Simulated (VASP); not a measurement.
Write the native input for VASP 6.6.1 that does the following.

* Task: single point
* Functional: BLYP
* Potentials or basis: VASP PAW PBE potentials, release 64 (Tl_d)
* Cutoff: 520 eV
* k mesh: 5 × 5 × 5
* Occupations: fermi-dirac, width 0.1 eV
* Spin: no spin polarisation
* Dipole correction: no
* Further INCAR settings: ALGO = Normal; EDIFF = 1e-06; NBANDS = 62

The structure of Tl lies in POSCAR:

```
Tl
1.0
    6.5902331703      0.0000000000      0.0000000000
    0.0000000000      6.5902331703      0.0000000000
    0.0000000000      0.0000000000      6.5902331703
Tl
8
Direct
    1.0000000000      0.0000000000      1.0000000000
    0.5000000000      0.5000000000      0.5000000000
    0.2500000000      1.0000000000      0.5000000000
    0.7500000000      0.0000000000      0.5000000000
    0.5000000000      0.2500000000      0.0000000000
    0.5000000000      0.7500000000      0.0000000000
    0.0000000000      0.5000000000      0.2500000000
    0.0000000000      0.5000000000      0.7500000000
```

One way to write it, as run:

INCAR

```
PREC     = Accurate       # precision mode
ENCUT    = 520            # plane-wave cutoff, eV
EDIFF    = 1E-6           # SCF threshold, eV
ISMEAR   = -1             # smearing method
SIGMA    = 0.1            # smearing width, eV
LREAL    = False          # projectors in reciprocal space
LASPH    = True           # aspherical terms in the spheres
NELM     = 60             # most SCF steps
ALGO     = Normal         # electronic algorithm
ISIF     = 2              # what is computed and relaxed
LWAVE    = False          # write WAVECAR
LCHARG   = True           # write CHGCAR
GGA      = B5             # functional
ALDAX    = 1.0          
AGGAX    = 1.0          
AGGAC    = 1.0          
ALDAC    = 0.0          
LELF     = True           # ELF
LVHAR    = True         
NBANDS   = 62             # bands
```

KPOINTS

```
regular mesh
0
Gamma
  5 5 5
```

Potentials or basis: VASP PAW PBE potentials, release 64 (Tl_d).

Run with:

```console
$ cat potpaw_PBE.64/Tl_d/POTCAR > POTCAR
$ mpirun -np 1 vasp_std > vasp.out
```

Results of the run:

```
Pressure               : 0.2 GPa
Band gap on the k mesh : zero (bands 52 and 53 overlap by 1.51 eV)
```

Caveat: the PAW data sets were made with another functional, which shifts forces and pressure a little; spin-orbit coupling is left out, which moves the levels of the heavy elements.

It took 2.7 min on 1 thread of AMD EPYC 9R45 96-Core Processor (Zen 5) (shared host), peak memory 0.36 GiB.
